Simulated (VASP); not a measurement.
MnS: single point with PBEsol

Crystal: MnS.

```xyz
2
Lattice="0.0000 2.4688 2.4688 2.4688 0.0000 2.4688 2.4688 2.4688 0.0000" Properties=species:S:1:pos:R:3 pbc="T T T"
Mn    0.0000    0.0000    0.0000
S     2.4688    2.4688    2.4688
```

```
Program             : VASP 6.6.1
Task                : single point
Functional          : PBEsol
Potentials or basis : VASP PAW PBE potentials, release 64 (Mn_pv, S)
Cutoff              : 520 eV
k mesh              : 14 × 14 × 14
Occupations         : gaussian, width 0.1 eV
Spin                : collinear spin, ferromagnetic start
Starting moments    : [4.04, 0.0] μB
```

The pressure is 0.3 GPa and the net moment is 4.11 μB per cell. The site moments are Mn +3.79; S +0.06 μB. The valence electrons inside the program's atomic spheres are Mn 11.50; S 3.72.

Levels at points of the mesh, in eV from the Fermi level:
Spin up:
| k point | band 9 | band 10 | band 11 | band 12 | band 13 | band 14 | band 15 | band 16 |
| --- | --- | --- | --- | --- | --- | --- | --- | --- |
| (0.00, 0.00, 0.00) | -3.27 | -2.05 | -2.05 | -2.05 | 3.01 | 8.99 | 8.99 | 8.99 |
| (0.50, 0.00, 0.00) | -2.59 | -2.13 | 1.12 | 1.12 | 2.85 | 5.50 | 5.50 | 10.58 |
| (0.50, 0.50, 0.00) | -2.90 | -2.39 | -2.39 | -1.73 | 1.26 | 5.73 | 11.54 | 13.64 |
Spin down:
| k point | band 3 | band 4 | band 5 | band 6 | band 7 | band 8 | band 9 | band 10 | band 11 | band 12 |
| --- | --- | --- | --- | --- | --- | --- | --- | --- | --- | --- |
| (0.00, 0.00, 0.00) | -46.27 | -15.47 | -1.84 | -1.84 | -1.84 | -0.27 | -0.27 | -0.27 | -0.14 | -0.14 |
| (0.50, 0.00, 0.00) | -46.27 | -13.72 | -7.54 | -4.09 | -4.09 | 1.02 | 1.02 | 1.31 | 3.27 | 3.60 |
| (0.50, 0.50, 0.00) | -46.27 | -13.55 | -6.58 | -3.70 | -3.70 | -1.72 | 0.42 | 1.34 | 1.34 | 1.55 |

It took 2.9 min on 1 thread of Oxide Virtual Turin-like Processor (shared host), peak memory 0.21 GiB.

Caveat: the PAW data sets were made with another functional, which shifts forces and pressure a little; a cell with one magnetic atom can't hold antiferromagnetic order, which such compounds often take; semilocal functionals often make such compounds metallic where correlation or magnetic order opens a gap, which also shifts bond lengths. With open d or f shells a metallic result of PBEsol can be an artefact of self-interaction; +U or a hybrid may open a gap.
